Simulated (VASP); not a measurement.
# SbMo: single point with PBEsol

SbMo:

```xyz
4
Lattice="4.3008 0.0000 0.0000 -2.1504 3.6873 0.0000 0.0000 0.0000 5.2049" Properties=species:S:1:pos:R:3 pbc="T T T"
Mo    0.0000    0.0000    0.0000
Mo    0.0000    0.0000    2.6024
Sb    0.0000    2.4582    1.3012
Sb    2.1504    1.2291    3.9037
```

```json
{
  "Program": "VASP 6.6.1",
  "Task": "single point",
  "Functional": "PBEsol",
  "Potentials or basis": "VASP PAW PBE potentials, release 64 (Mo_sv, Sb)",
  "Cutoff": "520 eV",
  "k mesh": "10 × 10 × 6",
  "Occupations": "gaussian, width 0.05 eV",
  "Spin": "no spin polarisation",
  "Dipole correction": "no",
  "Further INCAR settings": "ALGO = Normal; EDIFF = 1e-06; NBANDS = 27"
}
```

- Pressure: 1.7 GPa
- Largest force: 0.129 eV/Å
- Band gap on the k mesh: zero (bands 19 and 20 overlap by 1.54 eV)

Forces on the atoms (eV/Å):
```
Mo   0.000  0.000  0.000
Mo   0.000  0.000  0.000
Sb   0.000  0.129  0.000
Sb   0.000 -0.129  0.000
```

Stress tensor (GPa, compression positive):
```
1.07 0.00 0.00
0.00 2.37 0.00
0.00 0.00 1.52
```

Levels at points of the mesh, in eV from the Fermi level:
```tsv
k point	band 17	band 18	band 19	band 20	band 21	band 22
(0.00, 0.00, 0.00)	-0.36	-0.33	0.74	0.80	2.42	2.42
(0.50, 0.00, 0.00)	-1.63	-1.08	-0.70	0.46	1.04	2.18
(0.00, 0.50, 0.00)	-1.62	-1.07	-0.69	0.48	1.06	2.18
(0.00, 0.00, 0.50)	-0.75	-0.75	-0.71	-0.71	0.77	0.77
(0.50, 0.00, 0.50)	-0.25	-0.25	-0.03	-0.03	0.03	0.03
(0.00, 0.50, 0.50)	-0.25	-0.25	-0.03	-0.03	0.05	0.05
```

Wall time 3 min on 1 thread of Intel Xeon 8259CL (shared host), peak memory 0.37 GiB.

Caveat: the PAW data sets were made with another functional, which shifts forces and pressure a little; spin-orbit coupling is left out, which moves the levels of the heavy elements.
